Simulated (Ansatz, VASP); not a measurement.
## One calculation of KLi, two programs

INCAR

```
  PREC = Accurate
  ENCUT = 600
  EDIFF = 1E-7
  ISMEAR = 0
  SIGMA = 0.1
  LREAL = F
  LASPH = T
  NELM = 100
  ALGO = Normal
  ISIF = 3
  LWAVE = F
  LCHARG = F
  GGA = PS
  IBRION = 2
  NSW = 100
  EDIFFG = -0.005
```

The input KPOINTS:

```
Automatic mesh
0
Gamma
  12 12 8
```

File POSCAR:

```
KLi
1.0
    3.8991218173      0.0000000000      0.0000000000
   -1.9495609086      3.3767385462      0.0000000000
    0.0000000000      0.0000000000      6.4106411714
K Li
1 1
Direct
    0.3333333333      0.6666666667      0.5000000000
    0.0000000000      0.0000000000      0.0000000000
```

Input for Ansatz:

```yaml
crystal:
  lattice:
    - [3.8991218173, 0.0, 0.0]
    - [-1.9495609086, 3.3767385462, 0.0]
    - [0.0, 0.0, 6.4106411714]
  atoms:
    - { symbol: K, position: [0.3333333333, 0.6666666667, 0.5] }
    - { symbol: Li, position: [0.0, 0.0, 0.0] }
basis:
  ecutwfc: 420
kpoints:
  mp_grid: { grid: [12, 12, 8] }
hamiltonian:
  xc: pbesol
scf:
  occupations: { method: gaussian, width: 0.1 }
output:
  forces: true
  stress: true
  eigenvalues: true
relax:
  adjacent_minimum: "off"
  f_tol: 0.005
  max_steps: 80
  cell: { stress_tol: 0.05 }
```

Alike in both runs: task relaxation of cell and atoms; functional PBEsol; k mesh 12 × 12 × 8; occupations gaussian, width 0.1 eV; no spin polarisation.

|  | VASP | Ansatz |
| --- | --- | --- |
| version | VASP 6.6.1 | Ansatz 0.2.0 |
| potentials or method | VASP PAW PBE potentials, release 64 (K_sv, Li_sv), cutoff 600 eV | scalar-relativistic, plane waves, PAW |
| valence electrons in the cell | 12 | 12 |

|  | VASP | Ansatz | Ansatz less VASP |
| --- | --- | --- | --- |
| gap on the k mesh at the Fermi level, each at its own relaxed structure (eV) | none | none | - |
| relaxed volume (Å³/atom) | 43.74 | 43.86 | +0.113 |
| relaxed cell length with the largest relative difference (Å) | 4.038 | 4.043 | +0.0046 |

VASP's potentials were made for PBE, not for PBEsol. A gap of «none» marks a metal or a gap that the smearing closes.

Noted on VASP's run: the cutoff is short for stress, so the pressure is rough.
